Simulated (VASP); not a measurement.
# LiH (Fm-3m) in VASP: further runs, part 2 of 2

VASP 6.6.1. The steps go on from the part before.

**4. Single point, PBEsol**

This run uses another cell than the first one, of 7.89 Å³/atom, 1.015 times its volume.

INCAR reads:

```
SYSTEM = LiH
PREC = Accurate
ENCUT = 520
EDIFF = 1E-7
ISMEAR = 0
SIGMA = 0.01
LREAL = .FALSE.
LASPH = .TRUE.
NELM = 80
ALGO = Normal
ISIF = 2
LWAVE = .FALSE.
LCHARG = .FALSE.
GGA = PS
NBANDS = 9
```

KPOINTS reads:

```
Automatic mesh
0
G
  8 8 8
  0 0 0
```

POSCAR reads:

```
LiH
1.0
    0.0000000000      1.9904714091      1.9904714091
    1.9904714091      0.0000000000      1.9904714091
    1.9904714091      1.9904714091      0.0000000000
Li H
1 1
Direct
    0.0000000000      0.0000000000      0.0000000000
    0.5000000000      0.5000000000      0.5000000000
```

Potentials or basis: VASP PAW PBE potentials, release 64 (Li_sv, H).

Command:

```console
$ cat potpaw_PBE.64/Li_sv/POTCAR potpaw_PBE.64/H/POTCAR > POTCAR
$ mpirun -np 1 vasp_std > vasp.out
```

OUTCAR:

```text
SYSTEM = LiH
   PREC = Accurate
   ENCUT = 520
   EDIFF = 1E-7
   ISMEAR = 0
   LREAL = .FALSE.
   LASPH = .TRUE.
   NELM = 80
   ISIF = 2
   GGA = PS

 ion  position               nearest neighbor table
   1  0.000  0.000  0.000-
   2  0.500  0.500  0.500-

  LATTYP: Found a face centered cubic cell.
 ALAT       =     3.9809428182

  Lattice vectors:

 A1 = (   0.0000000000,   1.9904714091,   1.9904714091)
 A2 = (   1.9904714091,   0.0000000000,   1.9904714091)
 A3 = (   1.9904714091,   1.9904714091,   0.0000000000)

Analysis of symmetry for initial positions (statically):
=====================================================================
 Subroutine PRICEL returns:
 Original cell was already a primitive cell.

 Routine SETGRP: Setting up the symmetry group for a
 face centered cubic supercell.

 Subroutine GETGRP returns: Found 48 space group operations
[... 9 lines left out ...]

 Routine SETGRP: Setting up the symmetry group for a
 face centered cubic supercell.

 Subroutine GETGRP returns: Found 48 space group operations
[... 11 lines left out ...]
                                     Primitive cell

  volume of cell :      15.7724

[... 135 lines left out ...]
  energy without entropy =       -6.12026579  energy(sigma->0) =       -6.12026579

 E-fermi :   0.3250     XC(G=0):  -8.6779

 val. band max:        0.2558835174   @ k =   0.5000   0.5000   0.0000
 cond. band min:       2.9848594985   @ k =   0.5000   0.5000   0.0000
 fundamental gap:      2.7289759811
 Fermi energy:         0.3250067806

 k-point     1 :       0.0000    0.0000    0.0000
  band No.  band energies     occupation
      1     -43.4305      2.00000
      2      -5.3667      2.00000
      3      16.6286      0.00000
      4      18.1913      0.00000
      5      18.1913      0.00000
      6      18.1913      0.00000
      7      22.8465      0.00000
      8      22.8465      0.00000
      9      22.8465      0.00000
[... 265 lines left out ...]
 k-point    24 :      -0.3750    0.2500    0.1250
  band No.  band energies     occupation
      1     -43.3684      2.00000
      2      -1.5641      2.00000
      3       5.1561      0.00000
      4       9.0178      0.00000
      5      13.5352      0.00000
      6      16.7138      0.00000
      7      23.4256      0.00000
      8      26.5231      0.00000
      9      27.7026      0.00000

 [... further k-points ...]
[... 5 lines left out ...]
  --------------------------------------------------------------------------------------
  -------------------------------------------------------------------------------------
  Total       -0.0196093     -0.0196093     -0.0196093     -0.0000000     -0.0000000      0.0000000
  in kB       -1.9919349     -1.9919349     -1.9919349     -0.0000000     -0.0000000      0.0000000
  external PRESSURE =      -1.9919349 kB  Pullay stress =       0.0000000 kB

 VOLUME and BASIS-vectors are now :
 -----------------------------------------------------------------------------
  energy-cutoff  :      520.00
  volume of cell :       15.77
      direct lattice vectors                 reciprocal lattice vectors
     0.000000000  1.990471409  1.990471409    -0.251196776  0.251196776  0.251196776
     1.990471409  0.000000000  1.990471409     0.251196776 -0.251196776  0.251196776
     1.990471409  1.990471409  0.000000000     0.251196776  0.251196776 -0.251196776

 POSITION                                       TOTAL-FORCE (eV/Angst)
 -----------------------------------------------------------------------------------
      0.00000      0.00000      0.00000         0.000000      0.000000     -0.000000
      1.99047      1.99047      1.99047        -0.000000     -0.000000      0.000000
 -----------------------------------------------------------------------------------
    total drift:                                0.000000     -0.000000     -0.000000

  FREE ENERGIE OF THE ION-ELECTRON SYSTEM (eV)
  ---------------------------------------------------
  free  energy   TOTEN  =        -6.1202657899 eV

  energy  without entropy=       -6.1202657899  energy(sigma->0) =       -6.12026579
```

OSZICAR:

```text
N       E                     dE             d eps       ncg     rms          rms(c)
DAV:   1    -0.127583934739E+01   -0.12758E+01   -0.14472E+03   522   0.394E+02
DAV:   2    -0.628886478346E+01   -0.50130E+01   -0.49800E+01   744   0.579E+01
DAV:   3    -0.634511624858E+01   -0.56251E-01   -0.56234E-01   690   0.521E+00
DAV:   4    -0.634523575067E+01   -0.11950E-03   -0.11949E-03   669   0.232E-01
DAV:   5    -0.634523627366E+01   -0.52299E-06   -0.52292E-06   654   0.121E-02    0.270E+00
DAV:   6    -0.617581000893E+01    0.16943E+00   -0.14179E-01   565   0.115E+00    0.135E+00
DAV:   7    -0.611916885816E+01    0.56641E-01   -0.17321E-01   598   0.143E+00    0.202E-01
DAV:   8    -0.612030569689E+01   -0.11368E-02   -0.35091E-03   599   0.416E-01    0.334E-02
DAV:   9    -0.612026832819E+01    0.37369E-04   -0.10245E-04   670   0.420E-02    0.618E-03
DAV:  10    -0.612026609131E+01    0.22369E-05   -0.36556E-06   612   0.142E-02    0.248E-03
DAV:  11    -0.612026591056E+01    0.18074E-06   -0.13338E-07   657   0.227E-03    0.576E-04
DAV:  12    -0.612026574373E+01    0.16684E-06   -0.30471E-09   366   0.532E-04    0.564E-04
DAV:  13    -0.612026578988E+01   -0.46154E-07   -0.73542E-09   325   0.487E-04
   1 F= -.61202658E+01 E0= -.61202658E+01  d E =-.586915E-25
```

It took 5.4 s on 1 thread of Intel Xeon 6975P-C, shared host; peak memory 0.13 GiB.

Results:

- Free energy: -6.1203 eV
- Band gap on the k mesh: 2.73 eV, direct

Caveat: the cutoff is under 1.25 times the usual one of these potentials, so pressure, stress and relaxed cells hold a basis-set (Pulay) error; the PAW data sets were made with another functional, which shifts forces and pressure a little. A k mesh can miss the band edges.

**5. Relaxation of cell and atoms, PBE+D4**

This run uses another cell than the first one, of 8.45 Å³/atom, 1.087 times its volume.

INCAR reads:

```
SYSTEM = LiH
ALGO     = Normal         ! electronic algorithm
EDIFF    = 1E-6           ! SCF threshold, eV
EDIFFG   = -0.01          ! ionic threshold
ENCUT    = 600            ! plane-wave cutoff, eV
GGA      = PE             ! functional
IBRION   = 2              ! ionic algorithm
ISIF     = 3              ! what is computed and relaxed
ISMEAR   = 0              ! smearing method
IVDW     = 13             ! dispersion correction
LASPH    = .True.         ! aspherical terms in the spheres
LCHARG   = .False.        ! write CHGCAR
LREAL    = .False.        ! projectors in reciprocal space
LWAVE    = .False.        ! write WAVECAR
NELM     = 100            ! most SCF steps
NSW      = 80             ! ionic steps
PREC     = Accurate       ! precision mode
SIGMA    = 0.01           ! smearing width, eV
```

KPOINTS reads:

```
k-points
0
Gamma
  8 8 8
  0 0 0
```

POSCAR reads:

```
LiH
1.0
    0.0000000000      2.0367500000      2.0367500000
    2.0367500000      0.0000000000      2.0367500000
    2.0367500000      2.0367500000      0.0000000000
Li H
1 1
Direct
    0.0000000000      0.0000000000      0.0000000000
    0.5000000000      0.5000000000      0.5000000000
```

Potentials or basis: VASP PAW PBE potentials, release 64 (Li_sv, H).

Command:

```console
$ cat potpaw_PBE.64/Li_sv/POTCAR potpaw_PBE.64/H/POTCAR > POTCAR
$ mpirun -np 1 vasp_std > vasp.out
```

OUTCAR:

```text
SYSTEM = LiH
   EDIFF = 1E-6
   EDIFFG = -0.01
   ENCUT = 600
   GGA = PE
   IBRION = 2
   ISIF = 3
   ISMEAR = 0
   IVDW = 13
   LASPH = .True.
   LREAL = .False.
   NELM = 100
   NSW = 80
   PREC = Accurate

 ion  position               nearest neighbor table
   1  0.000  0.000  0.000-
   2  0.500  0.500  0.500-

  LATTYP: Found a face centered cubic cell.
 ALAT       =     4.0735000000

  Lattice vectors:

 A1 = (   0.0000000000,   2.0367500000,   2.0367500000)
 A2 = (   2.0367500000,   0.0000000000,   2.0367500000)
 A3 = (   2.0367500000,   2.0367500000,   0.0000000000)

Analysis of symmetry for initial positions (statically):
=====================================================================
 Subroutine PRICEL returns:
 Original cell was already a primitive cell.

 Routine SETGRP: Setting up the symmetry group for a
[... 172 lines left out ...]

 val. band max:       -0.1291683670   @ k =   0.5000   0.5000   0.0000
 cond. band min:       2.8831443407   @ k =   0.5000   0.5000   0.0000
 fundamental gap:      3.0123127077
 Fermi energy:        -0.0662804797

 k-point     1 :       0.0000    0.0000    0.0000
  band No.  band energies     occupation
      1     -44.4664      2.00000
      2      -5.3804      2.00000
      3      15.3449      0.00000
      4      17.2746      0.00000
      5      17.2747      0.00000
      6      17.2747      0.00000
[... 326 lines left out ...]
--------------------------------------- Ionic step        4  -------------------------------------------

 number of electron       3.9999999 magnetization

 Free energy of the ion-electron system (eV)
  ---------------------------------------------------
  ext. energy  EPLUGINS =         0.00000000
  ---------------------------------------------------
  free energy    TOTEN  =        -6.12585095 eV

  energy without entropy =       -6.12585095  energy(sigma->0) =       -6.12585095

 E-fermi :   0.4319     XC(G=0):  -8.6567

 val. band max:        0.3024354630   @ k =   0.5000   0.5000   0.0000
 cond. band min:       3.2475174218   @ k =   0.5000   0.5000   0.0000
 fundamental gap:      2.9450819588
 Fermi energy:         0.4318741309

 k-point     1 :       0.0000    0.0000    0.0000
  band No.  band energies     occupation
      1     -43.9450      2.00000
      2      -5.3006      2.00000
      3      16.9697      0.00000
      4      18.6524      0.00000
      5      18.6524      0.00000
      6      18.6524      0.00000
[... 240 lines left out ...]
  FREE ENERGIE OF THE ION-ELECTRON SYSTEM (eV)
  ---------------------------------------------------
  free  energy   TOTEN  =        -6.2743907153 eV

  energy  without entropy=       -6.2743907153  energy(sigma->0) =       -6.27439072

 reached required accuracy - stopping structural energy minimisation
```

OSZICAR:

```text
N       E                     dE             d eps       ncg     rms          rms(c)
DAV:   1    -0.135813645399E+01   -0.13581E+01   -0.15977E+03   366   0.682E+02
DAV:   2    -0.627200983459E+01   -0.49139E+01   -0.48672E+01   522   0.676E+01
DAV:   3    -0.636219281297E+01   -0.90183E-01   -0.90183E-01   396   0.890E+00
[... 28 lines left out ...]
DAV:   2    -0.612599124180E+01    0.19044E-03   -0.34157E-04   390   0.208E-01    0.123E-01
DAV:   3    -0.612585083903E+01    0.14040E-03   -0.22215E-04   612   0.101E-01    0.118E-02
DAV:   4    -0.612584662189E+01    0.42171E-05   -0.28609E-06   312   0.242E-02    0.384E-03
DAV:   5    -0.612585161286E+01   -0.49910E-05   -0.13946E-06   234   0.111E-02    0.844E-04
DAV:   6    -0.612585094812E+01    0.66474E-06   -0.39658E-07   174   0.750E-03
   4 F= -.62743907E+01 E0= -.62743907E+01  d E =-.144587E-01
```

It took 15 s on 1 thread of Intel Xeon 6975P-C, shared host; peak memory 0.13 GiB.

What came out:

- Free energy: -6.2744 eV
- Relaxed volume: 7.70 Å³/atom
- Relaxed cell: a = 2.793 Å, b = 2.793 Å, c = 2.793 Å, α = 60.00°, β = 60.00°, γ = 60.00°
- Space group after relaxing (to 0.05 Å): Fm-3m (No. 225)
- Energy gained by relaxing: 7.2 meV/atom
- Ionic steps: 4
- Pressure after relaxing: 0.0 GPa
- Band gap on the k mesh: 2.95 eV, direct
- Dispersion energy per atom: -0.074 eV

Step by step:
```tsv
step	energy change (eV)	largest force (eV/Å)	pressure (GPa)	volume (Å³)
1	0.0000	0.0000	-2.92	16.90
2	-0.0061	0.0000	-2.30	16.52
3	-0.0143	0.0000	-0.37	15.57
4	-0.0145	0.0000	0.02	15.40
```

Final structure:
```
Li H
1.0
     0.00000    1.97480    1.97480
     1.97480    0.00000    1.97480
     1.97480    1.97480    0.00000
Li H
1 1
Direct
  0.00000 0.00000 0.00000
  0.50000 0.50000 0.50000
```

Levels at points of the mesh, in eV from the valence-band top:
```tsv
k point	band 1	band 2	band 3	band 4	band 5
(0.00, 0.00, 0.00)	-44.25	-5.60	16.67	18.35	18.35
(0.50, 0.00, 0.00)	-44.19	-2.76	5.03	14.05	16.91
(0.50, 0.50, 0.00)	-44.18	0.00	2.95	11.03	11.03
```

Caveat: the cutoff is under 1.25 times the usual one of these potentials, so pressure, stress and relaxed cells hold a basis-set (Pulay) error.

**6. Relaxation of cell and atoms, revPBE+D3(BJ)**

This run uses another cell than the first one, of 8.45 Å³/atom, 1.087 times its volume.

INCAR reads:

```
SYSTEM = LiH
  ALGO = Normal
  EDIFF = 1E-6
  EDIFFG = -0.01
  ENCUT = 600
  GGA = RE
  IBRION = 2
  ISIF = 3
  ISMEAR = 0
  IVDW = 12
  LASPH = .True.
  LCHARG = .False.
  LREAL = .False.
  LWAVE = .False.
  NELM = 60
  NSW = 80
  PREC = Accurate
  SIGMA = 0.01
```

KPOINTS is that of step 5.

POSCAR is that of step 5.

Potentials or basis: VASP PAW PBE potentials, release 64 (Li_sv, H).

Command:

```console
$ cat potpaw_PBE.64/Li_sv/POTCAR potpaw_PBE.64/H/POTCAR > POTCAR
$ mpirun -np 1 vasp_std > vasp.out
```

Run time: 13 s. Hardware: 1 thread of Intel Xeon 6975P-C, shared host; peak memory 0.14 GiB.

It converged, with:

| Property | Result |
| --- | --- |
| Free energy | -6.7116 eV |
| Relaxed volume | 6.79 Å³/atom |
| Relaxed cell | a = 2.678 Å, b = 2.678 Å, c = 2.678 Å, α = 60.00°, β = 60.00°, γ = 60.00° |
| Space group after relaxing (to 0.05 Å) | Fm-3m (No. 225) |
| Energy gained by relaxing | 39.8 meV/atom |
| Ionic steps | 6 |
| Pressure after relaxing | 0.0 GPa |
| Band gap on the k mesh | 2.97 eV, direct |
| Dispersion energy per atom | -0.391 eV |

The path:
```
step  energy change (eV)  largest force (eV/Å)  pressure (GPa)  volume (Å³)
   1              0.0000                0.0000           -6.54        16.90
   2             -0.0313                0.0000           -5.50        16.07
   3             -0.0742                0.0000           -2.21        14.35
   4             -0.0093                0.0000           11.34        11.30
   5             -0.0795                0.0000           -0.39        13.71
   6             -0.0797                0.0000            0.00        13.59
```

Final structure:
```yaml
crystal:
  lattice:
    - [0.00000, 1.89389, 1.89389]
    - [1.89389, 0.00000, 1.89389]
    - [1.89389, 1.89389, 0.00000]
  atoms:
    - { symbol: Li, position: [0.00000, 0.00000, 0.00000] }
    - { symbol: H, position: [0.50000, 0.50000, 0.50000] }
```

Levels at points of the mesh, in eV from the valence-band top:
| k point | band 1 | band 2 | band 3 | band 4 | band 5 |
| --- | --- | --- | --- | --- | --- |
| (0.00, 0.00, 0.00) | -44.30 | -6.06 | 18.45 | 19.99 | 19.99 |
| (0.50, 0.00, 0.00) | -44.21 | -3.11 | 5.45 | 15.30 | 18.43 |
| (0.50, 0.50, 0.00) | -44.19 | 0.00 | 2.97 | 11.87 | 11.87 |

Caveat: the cutoff is under 1.25 times the usual one of these potentials, so pressure, stress and relaxed cells hold a basis-set (Pulay) error; the volume moved by over 15 % at a fixed basis, so the end points are rough; the PAW data sets were made with another functional, which shifts forces and pressure a little; the volume moved by -20 % from the deposited cell, more than functionals usually miss. A k mesh can miss the band edges.

**7. Relaxation of cell and atoms, PBEsol**

This run uses another cell than the first one, of 8.45 Å³/atom, 1.087 times its volume.

INCAR reads:

```
SYSTEM = LiH
  ALGO = Normal
  EDIFF = 1E-6
  EDIFFG = -0.01
  ENCUT = 600
  GGA = PS
  IBRION = 2
  ISIF = 3
  ISMEAR = 0
  LASPH = .TRUE.
  LCHARG = .FALSE.
  LREAL = .FALSE.
  LWAVE = .FALSE.
  NELM = 80
  NSW = 80
  PREC = Accurate
  SIGMA = 0.01
```

KPOINTS reads:

```
k-points
0
G
  8 8 8
  0 0 0
```

POSCAR is that of step 6.

Command:

```console
$ cat potpaw_PBE.64/Li_sv/POTCAR potpaw_PBE.64/H/POTCAR > POTCAR
$ mpirun -np 1 vasp_std > vasp.out
```

It took 9.8 s on 1 thread of Intel Xeon 6975P-C, shared host; peak memory 0.13 GiB.

It converged, with:

- Free energy: -6.1230 eV
- Relaxed volume: 7.84 Å³/atom
- Relaxed cell: a = 2.810 Å, b = 2.810 Å, c = 2.810 Å, α = 60.00°, β = 60.00°, γ = 60.00°
- Space group after relaxing (to 0.05 Å): Fm-3m (No. 225)
- Energy gained by relaxing: 4.8 meV/atom
- Ionic steps: 4
- Pressure after relaxing: 0.0 GPa
- Band gap on the k mesh: 2.72 eV, direct

Step by step:
```
step  energy change (eV)  largest force (eV/Å)  pressure (GPa)  volume (Å³)
   1              0.0000                0.0000           -2.43        16.90
   2             -0.0042                0.0000           -1.88        16.59
   3             -0.0095                0.0000           -0.33        15.83
   4             -0.0097                0.0000            0.02        15.68
```

Final structure:
```cif
data_structure
_symmetry_space_group_name_H-M 'P 1'
_symmetry_Int_Tables_number 1
_cell_length_a 2.8096
_cell_length_b 2.8096
_cell_length_c 2.8096
_cell_angle_alpha 60.000
_cell_angle_beta 60.000
_cell_angle_gamma 60.000
_cell_volume 15.68
loop_
_atom_site_label
_atom_site_type_symbol
_atom_site_fract_x
_atom_site_fract_y
_atom_site_fract_z
_atom_site_occupancy
Li1 Li 0.00000 0.00000 0.00000 1
H1 H 0.50000 0.50000 0.50000 1
```

Levels at points of the mesh, in eV from the valence-band top:
| k point | band 1 | band 2 | band 3 | band 4 | band 5 |
| --- | --- | --- | --- | --- | --- |
| (0.00, 0.00, 0.00) | -43.68 | -5.64 | 16.44 | 17.99 | 17.99 |
| (0.50, 0.00, 0.00) | -43.62 | -2.78 | 4.76 | 13.79 | 16.53 |
| (0.50, 0.50, 0.00) | -43.60 | 0.00 | 2.72 | 10.75 | 10.75 |

Caveat: the cutoff is under 1.25 times the usual one of these potentials, so pressure, stress and relaxed cells hold a basis-set (Pulay) error; the PAW data sets were made with another functional, which shifts forces and pressure a little.

**8. The runs side by side**

```csv
task,level,cell,cutoff (eV),gap on the mesh (eV),pressure (GPa),relaxed volume (Å³/atom)
single point,PBE+D4,"a = 2.801 Å, angles 60.0°, 2 atoms",520,2.95,-,-
single point,revPBE+D3(BJ),"a = 2.686 Å, angles 60.0°, 2 atoms",520,2.98,-,-
single point,PBEsol,"a = 2.815 Å, angles 60.0°, 2 atoms",520,2.73,-,-
relaxation of cell and atoms,PBE+D4,"relaxed from a = 2.880 Å, angles 60.0°, 2 atoms",600,2.95,0.0,7.70
relaxation of cell and atoms,revPBE+D3(BJ),"relaxed from a = 2.880 Å, angles 60.0°, 2 atoms",600,2.97,0.0,6.79
relaxation of cell and atoms,PBEsol,"relaxed from a = 2.880 Å, angles 60.0°, 2 atoms",600,2.72,0.0,7.84
```

Alike in all rows: potentials or basis VASP PAW PBE potentials, release 64 (Li_sv, H); no spin polarisation; k mesh 8 × 8 × 8; smearing gaussian 0.01 eV.

Caveats: the cutoff is under 1.25 times the usual one of these potentials, so pressure, stress and relaxed cells hold a basis-set (Pulay) error; the PAW data sets were made with another functional, which shifts forces and pressure a little (some runs); the volume moved by over 15 % at a fixed basis, so the end points are rough (some runs); the volume moved by -20 % from the deposited cell, more than functionals usually miss (some runs).

Absolute energies hang on the potentials; compare differences alone.
